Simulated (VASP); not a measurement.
Here is a VASP 6.6.1 calculation.

INCAR

```
PREC = Accurate
ENCUT = 520
EDIFF = 1E-7
ISMEAR = 0
SIGMA = 0.02
LREAL = F
LASPH = T
NELM = 120
ALGO = Normal
ISIF = 2
LWAVE = F
LCHARG = F
GGA = PS
IBRION = 2
NSW = 60
EDIFFG = -0.002
GGA_COMPAT = F
NELMIN = 4
```

File KPOINTS:

```
regular mesh
0
Gamma
  9 9 9
```

POSCAR

```
C
1.0
    0.0249261371      1.7999061514      1.7999061514
    1.7999061514      0.0249261371      1.7999061514
    1.7999061514      1.7999061514      0.0249261371
C
2
Direct
    0.0000947630      0.0000947630      0.0000947630
    0.2499052370      0.2499052370      0.2499052370
```

Potentials or basis: VASP PAW PBE potentials, release 64 (C).

Command:

```sh
$ cat potpaw_PBE.64/C/POTCAR > POTCAR
$ mpirun -np 1 vasp_std > vasp.out
```

Problem. Estimate the energy gained by relaxing.

Solution. 0.0 meV/atom.

Problem. What does it give for the band gap on the k mesh?

Solution. 3.99 eV (least direct gap 5.08 eV).

Stress tensor (GPa, compression positive):
```
-6.43 -7.64 -7.64
-7.64 -6.43 -7.64
-7.64 -7.64 -6.43
```

Caveat: the cell differs from its parent crystal (strained cell); the PAW data sets were made with another functional, which shifts forces and pressure a little; an odd mesh through Γ misses points on the zone boundary, where band edges can lie.
